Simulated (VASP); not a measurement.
A run of VASP 6.6.1 is set up as follows.

POSCAR

```
LiH
1.0
    3.2558297534      0.0000000000      0.0000000000
   -1.6279148767      2.8196312768      0.0000000000
    0.0000000000      0.0000000000      4.0684421498
Li H
2 2
Direct
    0.3333333333      0.6666666667     -0.0625093452
    0.6666666667      0.3333333333      0.4374906548
    0.3333333333      0.6666666667      0.4375093452
    0.6666666667      0.3333333333      0.9375093452
```

The input INCAR.step1:

```
ALGO = Normal
EDIFF = 1E-4
ENCUT = 520
GGA = PE
ISMEAR = 0
LASPH = True
LCHARG = False
LREAL = False
LWAVE = True
NBANDS = 12
NELM = 60
PREC = Accurate
SIGMA = 0.01
```

Contents of INCAR.step2:

```
ALGO = Normal
EDIFF = 1E-6
ENCUT = 520
ISIF = 2
ISMEAR = 0
ISTART = 1
LASPH = True
LCHARG = False
LMIXTAU = True
LREAL = False
LWAVE = False
METAGGA = R2SCAN
NBANDS = 12
NELM = 60
PREC = Accurate
SIGMA = 0.01
```

The input KPOINTS:

```
k-points
0
Gamma
  9 9 6
```

Potentials or basis: VASP PAW PBE potentials, release 64 (Li_sv, H).

Run with:

```sh
$ cat potpaw_PBE.64/Li_sv/POTCAR potpaw_PBE.64/H/POTCAR > POTCAR
$ cp INCAR.step1 INCAR
$ mpirun -np 1 vasp_std > vasp.out
$ cp INCAR.step2 INCAR
$ mpirun -np 1 vasp_std > vasp.out
```

(1) What does it give for the band gap on the k mesh?

(2) Predict the largest force.

Results:

(1) 2.30 eV, indirect (least direct gap 3.61 eV).

(2) 0.034 eV/Å.

Caveat: the PAW data sets were made with another functional, which shifts forces and pressure a little.
